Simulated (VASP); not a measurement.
A run of VASP 6.6.1:

The input INCAR:

```
SYSTEM = SrTiO3
  ALGO = Normal
  EDIFF = 1E-6
  ENCUT = 520
  ISIF = 2
  ISMEAR = 0
  LASPH = .True.
  LCHARG = .False.
  LREAL = .False.
  LWAVE = .False.
  NBANDS = 28
  NELM = 80
  PREC = Accurate
  SIGMA = 0.02
```

KPOINTS

```
k-points
0
Gamma
  8 8 8
  0 0 0
```

The input POSCAR:

```
SrTiO3
1.0
    3.8530392860      0.0000000000      0.0000000000
    0.0000000000      2.7256249955      2.7260815759
    0.0000000000     -2.7256249955      2.7260815759
Sr Ti O
1 1 3
Direct
    0.0000000000     -0.0061564093     -0.0061564093
    0.5000000000      0.4933188198      0.4933188198
    0.5000000000      0.9971941802      0.4977668145
    0.5000000000      0.4977668145      0.9971941802
    0.0000000000      0.4977765949      0.4977765949
```

Potentials or basis: VASP PAW LDA potentials, release 64 (Sr_sv, Ti_sv, O).

Run with:

```bash
$ cat potpaw_LDA.64/Sr_sv/POTCAR potpaw_LDA.64/Ti_sv/POTCAR potpaw_LDA.64/O/POTCAR > POTCAR
$ mpirun -np 1 vasp_std > vasp.out
```

Hardware: 1 thread of Intel(R) Xeon(R) Platinum 8259CL CPU @ 2.50GHz (Skylake/Cascade Lake), with other jobs on the host.

Q: Estimate the wall time of this run.

A: It took 2.7 min on 1 thread of Intel(R) Xeon(R) Platinum 8259CL CPU @ 2.50GHz (Skylake/Cascade Lake), with other jobs on the host, peak memory 0.28 GiB. Counts: scf iterations 16, k points 105.
